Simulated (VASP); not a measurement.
# V (P-1) in VASP: settings compared

V is run at these levels: PBE, BLYP+D4; tasks: single point, relaxation of cell and atoms.

All numbers are computed with VASP 6.6.1; they aren't measurements. Logs are shortened: lines on timing, memory, paths and dates and some standing lists are left out, and cuts for length are marked.

## (1) The cell of the first run

The typed cell holds 1 atom: a = 2.764 Å, b = 2.587 Å, c = 2.694 Å, α = 57.81°, β = 58.52°, γ = 63.76°.

## (2) Single point, PBE, collinear spin, ferromagnetic start

Input file INCAR:

```
SYSTEM = V
  PREC = Accurate
  ENCUT = 520
  EDIFF = 1E-6
  ISMEAR = 0
  SIGMA = 0.05
  LREAL = .False.
  LASPH = .True.
  NELM = 150
  ALGO = Normal
  ISIF = 2
  LWAVE = .False.
  LCHARG = .False.
  ISPIN = 2
  MAGMOM = 2
  LORBIT = 11
  LMAXMIX = 4
  GGA = PE
  NBANDS = 16
```

Input file KPOINTS:

```
Automatic mesh
0
Gamma
  8 9 9
  0 0 0
```

Input file POSCAR:

```
V
1.0
   -0.0756486300      2.0481251500      1.8548618400
    1.9021292400      0.0263380700      1.7528751400
    1.8823854000      1.9263946100      0.0460819200
V
1
Direct
    0.0000000000      0.0000000000      0.0000000000
```

Potentials or basis: VASP PAW PBE potentials, release 64 (V_sv).

Launch:

```
$ cat potpaw_PBE.64/V_sv/POTCAR > POTCAR
$ mpirun -np 1 vasp_std > vasp.out
```

OUTCAR:

```text
SYSTEM = V
   PREC = Accurate
   ENCUT = 520
   EDIFF = 1E-6
   ISMEAR = 0
   LREAL = .False.
   LASPH = .True.
   NELM = 150
   ISIF = 2
   ISPIN = 2
   LORBIT = 11
   GGA = PE

 ion  position               nearest neighbor table
   1  0.000  0.000  0.000-

  LATTYP: Found a triclinic cell.
 ALAT       =     7.4671740081
 B/A-ratio  =     1.0085986732
 C/A-ratio  =     0.8045037910
 COS(alpha) =     0.0139530322
 COS(beta)  =     0.5079664306
 COS(gamma) =     0.8674479337

  Lattice vectors:

 A1 = (  -1.8659682900,   1.7256498600,  -7.0213234200)
 A2 = (   1.9941949800,   1.6302573900,  -7.0772282000)
 A3 = (  -5.7622925100,   0.0690544000,  -1.6969703600)

Analysis of symmetry for initial positions (statically):
=====================================================================
 Subroutine PRICEL returns:
 Original cell was already a primitive cell.

 Routine SETGRP: Setting up the symmetry group for a
 triclinic supercell.

 Subroutine GETGRP returns: Found  2 space group operations
 (whereof  2 operations were pure point group operations)
 out of a pool of  2 trial point group operations.

The static configuration has the point symmetry S_2 .

Analysis of symmetry for dynamics (positions and initial velocities):
=====================================================================
 Subroutine PRICEL returns:
 Original cell was already a primitive cell.

 Routine SETGRP: Setting up the symmetry group for a
 triclinic supercell.

 Subroutine GETGRP returns: Found  2 space group operations
 (whereof  2 operations were pure point group operations)
 out of a pool of  2 trial point group operations.

The dynamic configuration has the point symmetry S_2 .

Analysis of structural, dynamic, and magnetic symmetry:
=====================================================================
 Subroutine PRICEL returns:
 Original cell was already a primitive cell.

 Routine SETGRP: Setting up the symmetry group for a
 triclinic supercell.

 Subroutine GETGRP returns: Found  2 space group operations
 (whereof  2 operations were pure point group operations)
 out of a pool of  2 trial point group operations.

The overall configuration has the point symmetry S_2 .

 Subroutine INISYM returns: Found  2 space group operations
 (whereof  2 operations are pure point group operations),
 and found     1 'primitive' translations

----------------------------------------------------------------------------------------

                                     Primitive cell

  volume of cell :      13.5385

  direct lattice vectors                    reciprocal lattice vectors
    -0.075648630  2.048125150  1.854861840    -0.249326908  0.237244140  0.266991892
     1.902129240  0.026338070  1.752875140     0.256956904 -0.258156192  0.295533939
     1.882385400  1.926394610  0.046081920     0.261568922  0.270398206 -0.287903942

  length of vectors
     2.764245248  2.586766436  2.693788138     0.435583929  0.469054132  0.473732172

  position of ions in fractional coordinates (direct lattice)
     0.000000000  0.000000000  0.000000000

  ion indices of the primitive-cell ions
   primitive index   ion index
                 1           1

----------------------------------------------------------------------------------------

 KPOINTS: Automatic mesh

Automatic generation of k-mesh.
 Grid dimensions read from file:
 generate k-points for:    8    9    9

 Generating k-lattice:

  Cartesian coordinates                     Fractional coordinates (reciprocal lattice)
    -0.031165864  0.029655517  0.033373986     0.125000000  0.000000000 -0.000000000
     0.028550767 -0.028684021  0.032837104    -0.000000000  0.111111111  0.000000000
     0.029063214  0.030044245 -0.031989327     0.000000000 -0.000000000  0.111111111

  Length of vectors
     0.054447991  0.052117126  0.052636908

  Shift w.r.t. Gamma in fractional coordinates (k-lattice)
     0.000000000  0.000000000  0.000000000

 Subroutine IBZKPT returns following result:
 ===========================================

 Found    325 irreducible k-points:

 Following reciprocal coordinates:
            Coordinates               Weight
  0.000000  0.000000  0.000000      1.000000
  0.125000 -0.000000 -0.000000      2.000000
  0.250000 -0.000000 -0.000000      2.000000
  0.375000  0.000000 -0.000000      2.000000
  0.500000 -0.000000 -0.000000      1.000000
  0.000000  0.111111  0.000000      2.000000
[... 16 lines left out ...]
  0.125000  0.333333  0.000000      2.000000
  0.250000  0.333333  0.000000      2.000000
 [... further k-points ...]
   k-points           NKPTS =    325   k-points in BZ     NKDIM =    325   number of bands    NBANDS=     16
   number of dos      NEDOS =    301   number of ions     NIONS =      1
   total plane-waves  NPLWV =   9600
   dimension x,y,z NGX =    24 NGY =   20 NGZ =   20
   dimension x,y,z NGXF=    48 NGYF=   40 NGZF=   40
   ions per type =               1
   NGX,Y,Z   is equivalent  to a cutoff of  14.43, 12.85, 12.34 a.u.
   NGXF,Y,Z  is equivalent  to a cutoff of  28.87, 25.71, 24.69 a.u.
 SYSTEM =  V
   PREC   = accura    normal or accurate (medium, high low for compatibility)
   ISTART =      0    job   : 0-new  1-cont  2-samecut
   ICHARG =      2    charge: 1-file 2-atom 10-const
   ISPIN  =      2    spin polarized calculation?
   LNONCOLLINEAR =      F non collinear calculations
   LSORBIT =      F    spin-orbit coupling
   LASPH  =      T    aspherical Exc in radial PAW
   ENCUT  =  520.0 eV  38.22 Ry    6.18 a.u.   5.14  4.81  5.01*2*pi/ulx,y,z
   NELM   =    150;   NELMIN=  2; NELMDL= -5     # of ELM steps
   EDIFF  = 0.1E-05   stopping-criterion for ELM
   LREAL  =      F    real-space projection
   EDIFFG = 0.1E-04   stopping-criterion for IOM
   NSW    =      0    number of steps for IOM
   IBRION =     -1    ionic relax: 0-MD 1-quasi-New 2-CG
   NFREE  =      0    steps in history (QN), initial steepest desc. (CG)
   ISIF   =      2    stress and relaxation
   ISYM   =      2    0-nonsym 1-usesym 2-fastsym
   POTIM  = 0.5000    time-step for ionic-motion
   TEBEG  =    0.0;   TEEND  =   0.0 temperature during run
   PSTRESS=    0.0 pullay stress
   NELECT =      13.0000    total number of electrons
   NUPDOWN=      -1.0000    fix difference up-down
   EMIN   =  10.00;   EMAX   =-10.00  energy-range for DOS
   EFERMI =   0.00;   METHOD = LEGACY
   ISMEAR =     0;   SIGMA  =   0.05  broadening in eV -4-tet -1-fermi 0-gaus
   EFERMI_NEDOS =   21; number of points for ismear=-14 and -15
   IALGO  =     38    algorithm
   IMIX   =      4    mixing-type and parameters
     AMIX     =   0.40;   BMIX     =  1.00
     AMIX_MAG =   1.60;   BMIX_MAG =  1.00
  volume/ion in A,a.u.               =      13.54        91.36
  Fermi-wavevector in a.u.,A,eV,Ry     =   1.615098  3.052093 35.491376  2.608543
  Thomas-Fermi vector in A             =   2.709901
   LORBIT       =     11    0 simple, 1 ext, 2 COOP (PROOUT), +10 PAW based schemes
   GGA     = PE    functional components
   LHFCALC =     F    Hartree Fock is set to
   AEXX    =    0.0000 exact exchange contribution
   IVDW    =     0    specifies the selected vdW correction
   LEPSILON=     F    determine dielectric tensor
   LRPA    =     F    only Hartree local field effects (RPA)
 spin polarized calculation
 Gauss-broadening in eV      SIGMA  =   0.05
  energy-cutoff  :      520.00
  volume of cell :       13.54
 maximum number of plane-waves:       375
 NGX is ok and might be reduce to    24
   NGX = 11   NGY =  9   NGZ =  9

 number of electron      12.9999995 magnetization       0.0344156

 number of electron      12.9999995 magnetization      -0.0005974

 Free energy of the ion-electron system (eV)
  ---------------------------------------------------
  ext. energy  EPLUGINS =         0.00000000
  ---------------------------------------------------
  free energy    TOTEN  =        -8.79363464 eV

  energy without entropy =       -8.79141914  energy(sigma->0) =       -8.79252689

 E-fermi :   9.8663     XC(G=0): -12.8706

 val. band max:        9.8649053302   @ k =  -0.3750  -0.4444   0.4444
 cond. band min:       9.8670561321   @ k =   0.1250   0.3333   0.4444
 fundamental gap:      0.0021508019
 Fermi energy:         9.8663412047

 spin component 1

 k-point     1 :       0.0000    0.0000    0.0000
  band No.  band energies     occupation
      1     -54.0717      1.00000
      2     -27.4927      1.00000
      3     -27.3529      1.00000
      4     -27.2773      1.00000
      5       3.0826      1.00000
      6       9.4605      1.00000
[... 8 lines left out ...]
     15      36.4354      0.00000
     16      37.8734      0.00000
[... 419 lines left out ...]
 k-point    24 :       0.2500    0.3333    0.0000
  band No.  band energies     occupation
      1     -53.8778      1.00000
      2     -27.9957      1.00000
      3     -27.6465      1.00000
      4     -27.6020      1.00000
      5       6.5604      1.00000
      6       8.2569      1.00000
[... 8 lines left out ...]
     15      35.4757      0.00000
     16      40.4963      0.00000

 [... further k-points ...]

 spin component 2

 k-point     1 :       0.0000    0.0000    0.0000
  band No.  band energies     occupation
      1     -54.0721      1.00000
      2     -27.4932      1.00000
      3     -27.3533      1.00000
      4     -27.2777      1.00000
      5       3.0822      1.00000
      6       9.4599      1.00000
[... 8 lines left out ...]
     15      36.4351      0.00000
     16      37.8732      0.00000
[... 419 lines left out ...]
 k-point    24 :       0.2500    0.3333    0.0000
  band No.  band energies     occupation
      1     -53.8782      1.00000
      2     -27.9961      1.00000
      3     -27.6471      1.00000
      4     -27.6024      1.00000
      5       6.5601      1.00000
      6       8.2566      1.00000
[... 8 lines left out ...]
     15      35.4752      0.00000
     16      40.4960      0.00000

 [... further k-points ...]

------------------------ aborting loop because EDIFF is reached ----------------------------------------

  FORCE on cell =-STRESS in cart. coord.  units (eV):
  Direction    XX          YY          ZZ          XY          YZ          ZX
  --------------------------------------------------------------------------------------
  -------------------------------------------------------------------------------------
  Total        0.7278505      0.9449082     -0.6970118      0.1384163     -0.2153163      0.0447250
  in kB       86.1354235    111.8225109    -82.4859064     16.3804892    -25.4810025      5.2928580
  external PRESSURE =      38.4906760 kB  Pullay stress =       0.0000000 kB

 VOLUME and BASIS-vectors are now :
 -----------------------------------------------------------------------------
  energy-cutoff  :      520.00
  volume of cell :       13.54
      direct lattice vectors                 reciprocal lattice vectors
    -0.075648630  2.048125150  1.854861840    -0.249326908  0.237244140  0.266991892
     1.902129240  0.026338070  1.752875140     0.256956904 -0.258156192  0.295533939
     1.882385400  1.926394610  0.046081920     0.261568922  0.270398206 -0.287903942

 POSITION                                       TOTAL-FORCE (eV/Angst)
 -----------------------------------------------------------------------------------
      0.00000      0.00000      0.00000         0.000000      0.000000      0.000000
 -----------------------------------------------------------------------------------
    total drift:                                0.000000      0.000000      0.000000

  FREE ENERGIE OF THE ION-ELECTRON SYSTEM (eV)
  ---------------------------------------------------
  free  energy   TOTEN  =        -8.7936346388 eV

  energy  without entropy=       -8.7914191380  energy(sigma->0) =       -8.79252689

 total charge

# of ion       s       p       d       tot
------------------------------------------
    1        2.348   6.227   3.077  11.652

 magnetization (x)

# of ion       s       p       d       tot
------------------------------------------
    1       -0.000  -0.000  -0.000  -0.000
```

It took 43 s on 1 thread of Intel Xeon 6975P-C (Granite Rapids), shared host; peak memory 0.22 GiB.

What came out:

- Free energy: -8.7936 eV
- Pressure: 3.8 GPa
- Net moment: 0.00 μB per cell
- Valence electrons inside the program's atomic spheres: V 11.65

Stress tensor (GPa, compression positive):
```
 8.61  1.64  0.53
 1.64 11.18 -2.55
 0.53 -2.55 -8.25
```

Caveat: the stress differs along the axes, from -8 to 11 GPa; the moments typed at the start vanished in this run.

## (3) Single point, PBE, collinear spin, ferromagnetic start

Input file INCAR:

```
SYSTEM = V
PREC     = Accurate       ! precision mode
ENCUT    = 520            ! plane-wave cutoff, eV
EDIFF    = 1E-6           ! SCF threshold, eV
ISMEAR   = 1              ! smearing method
SIGMA    = 0.05           ! smearing width, eV
LREAL    = .FALSE.        ! projectors in reciprocal space
LASPH    = .TRUE.         ! aspherical terms in the spheres
NELM     = 150            ! most SCF steps
ALGO     = Fast           ! electronic algorithm
ISIF     = 2              ! what is computed and relaxed
LWAVE    = .FALSE.        ! write WAVECAR
LCHARG   = .TRUE.         ! write CHGCAR
ISPIN    = 2              ! spin polarisation
MAGMOM   = 2              ! initial moments
LORBIT   = 11             ! projections on sites
LMAXMIX  = 4              ! l up to which the mixer works
GGA      = PE             ! functional
LELF     = .TRUE.         ! ELF
LVHAR    = .TRUE.       
NBANDS   = 16             ! bands
```

Input file KPOINTS:

```
Automatic mesh
0
G
  8 9 9
  0 0 0
```

POSCAR is that of step 2.

Potentials or basis: VASP PAW PBE potentials, release 64 (V_sv).

Launch:

```
$ cat potpaw_PBE.64/V_sv/POTCAR > POTCAR
$ mpirun -np 1 vasp_std > vasp.out
```

OUTCAR:

```text
SYSTEM = V
   PREC = Accurate
   ENCUT = 520
   EDIFF = 1E-6
   ISMEAR = 1
   LREAL = .FALSE.
   LASPH = .TRUE.
   NELM = 150
   ISIF = 2
   ISPIN = 2
   LORBIT = 11
   GGA = PE

 ion  position               nearest neighbor table
   1  0.000  0.000  0.000-

  LATTYP: Found a triclinic cell.
 ALAT       =     7.4671740081
 B/A-ratio  =     1.0085986732
 C/A-ratio  =     0.8045037910
 COS(alpha) =     0.0139530322
 COS(beta)  =     0.5079664306
[... 1129 lines left out ...]
  --------------------------------------------------------------------------------------
  -------------------------------------------------------------------------------------
  Total        0.7189445      0.9537615     -0.6929616      0.1439013     -0.2218524      0.0350429
  in kB       85.0814690    112.8702336    -82.0066030     17.0295931    -26.2545001      4.1470498
  external PRESSURE =      38.6483665 kB  Pullay stress =       0.0000000 kB

 VOLUME and BASIS-vectors are now :
 -----------------------------------------------------------------------------
  energy-cutoff  :      520.00
  volume of cell :       13.54
      direct lattice vectors                 reciprocal lattice vectors
    -0.075648630  2.048125150  1.854861840    -0.249326908  0.237244140  0.266991892
     1.902129240  0.026338070  1.752875140     0.256956904 -0.258156192  0.295533939
     1.882385400  1.926394610  0.046081920     0.261568922  0.270398206 -0.287903942

 POSITION                                       TOTAL-FORCE (eV/Angst)
 -----------------------------------------------------------------------------------
      0.00000      0.00000      0.00000        -0.000000      0.000000      0.000000
 -----------------------------------------------------------------------------------
    total drift:                                0.000000      0.000000      0.000000

  FREE ENERGIE OF THE ION-ELECTRON SYSTEM (eV)
  ---------------------------------------------------
  free  energy   TOTEN  =        -8.7925264003 eV

  energy  without entropy=       -8.7924885823  energy(sigma->0) =       -8.79251379

 total charge

# of ion       s       p       d       tot
------------------------------------------
    1        2.348   6.228   3.076  11.651

 magnetization (x)

# of ion       s       p       d       tot
------------------------------------------
    1       -0.000  -0.000  -0.000  -0.000
```

OSZICAR:

```text
N       E                     dE             d eps       ncg     rms          rms(c)
DAV:   1     0.925923080427E+02    0.92592E+02   -0.64753E+03 20984   0.890E+02
DAV:   2    -0.805429265764E+01   -0.10065E+03   -0.96553E+02 22880   0.270E+02
DAV:   3    -0.955783720103E+01   -0.15035E+01   -0.15015E+01 23752   0.361E+01
DAV:   4    -0.956369823193E+01   -0.58610E-02   -0.58609E-02 24760   0.237E+00
DAV:   5    -0.956374964916E+01   -0.51417E-04   -0.51417E-04 24048   0.207E-01    0.194E+01
RMM:   6    -0.876484391739E+01    0.79891E+00   -0.13638E+00 23353   0.111E+01    0.301E+00
RMM:   7    -0.878552882122E+01   -0.20685E-01   -0.82954E-02 22612   0.278E+00    0.230E+00
RMM:   8    -0.879432228828E+01   -0.87935E-02   -0.90684E-03 24110   0.104E+00    0.853E-01
RMM:   9    -0.879228079804E+01    0.20415E-02   -0.20951E-03 24737   0.493E-01    0.241E-01
RMM:  10    -0.879249025920E+01   -0.20946E-03   -0.81769E-04 23987   0.286E-01    0.765E-02
RMM:  11    -0.879251894895E+01   -0.28690E-04   -0.11501E-04 24344   0.119E-01    0.273E-02
RMM:  12    -0.879252633471E+01   -0.73858E-05   -0.18801E-05 25116   0.520E-02    0.120E-02
RMM:  13    -0.879252640033E+01   -0.65623E-07   -0.43929E-06 21181   0.234E-02
   1 F= -.87925264E+01 E0= -.87925138E+01  d E =-.378180E-04  mag=     0.0001
```

stdout:

```text
POSCAR found type information on POSCAR V
 POSCAR found :  1 types and       1 ions
 scaLAPACK will be used
 LDA part: xc-table for (Slater+PW92), standard interpolation
 POSCAR, INCAR and KPOINTS ok, starting setup
 FFT: planning ... GRIDC
 FFT: planning ... GRID_SOFT
 FFT: planning ... GRID
 WAVECAR not read
 entering main loop
```

Wall time 48 s (1 thread of Intel Xeon 6975P-C (Granite Rapids), shared host); peak memory 0.21 GiB.

Results:

```
Free energy                                           : -8.7925 eV
Pressure                                              : 3.9 GPa
Net moment                                            : 0.00 μB per cell
Valence electrons inside the program's atomic spheres : V 11.65
```

Caveat: the stress differs along the axes, from -8 to 11 GPa; the moments typed at the start vanished in this run.

## (4) Single point, PBE, collinear spin, ferromagnetic start

Input file INCAR:

```
ALGO = Normal
EDIFF = 1E-6
ENCUT = 520
GGA = PE
ISIF = 2
ISMEAR = 1
ISPIN = 2
LASPH = True
LCHARG = False
LMAXMIX = 4
LORBIT = 11
LREAL = False
LWAVE = False
MAGMOM = 2
NBANDS = 16
NELM = 150
PREC = Accurate
SIGMA = 0.05
```

Input file KPOINTS:

```
k-points
0
Gamma
  8 9 9
```

POSCAR is that of step 3.

Launch:

```
$ cat potpaw_PBE.64/V_sv/POTCAR > POTCAR
$ mpirun -np 1 vasp_std > vasp.out
```

Run time: 44 s. Hardware: 1 thread of Intel Xeon 6975P-C (Granite Rapids), shared host; peak memory 0.21 GiB.

It converged, with:

```
Free energy                                           : -8.7925 eV
Pressure                                              : 3.9 GPa
Net moment                                            : 0.00 μB per cell
Valence electrons inside the program's atomic spheres : V 11.65
```

Stress tensor (GPa, compression positive):
```
 8.52  1.70  0.42
 1.70 11.30 -2.63
 0.42 -2.63 -8.19
```

Levels at points of the mesh, in eV from the Fermi level:
Spin up:
```csv
k point,band 4,band 5,band 6,band 7,band 8,band 9
"(0.00, 0.00, 0.00)",-37.14,-6.78,-0.41,0.20,1.00,1.70
"(0.50, 0.00, 0.00)",-37.19,-3.35,-0.21,0.20,0.87,3.00
```
Spin down:
```
           k point  band 4  band 5  band 6  band 7  band 8  band 9
(0.00, 0.00, 0.00)  -37.15   -6.78   -0.41    0.20    1.00    1.70
(0.50, 0.00, 0.00)  -37.19   -3.35   -0.21    0.20    0.87    3.00
```

Caveat: the stress differs along the axes, from -8 to 11 GPa; the moments typed at the start vanished in this run.

(Part 1 of 2 ends here.)
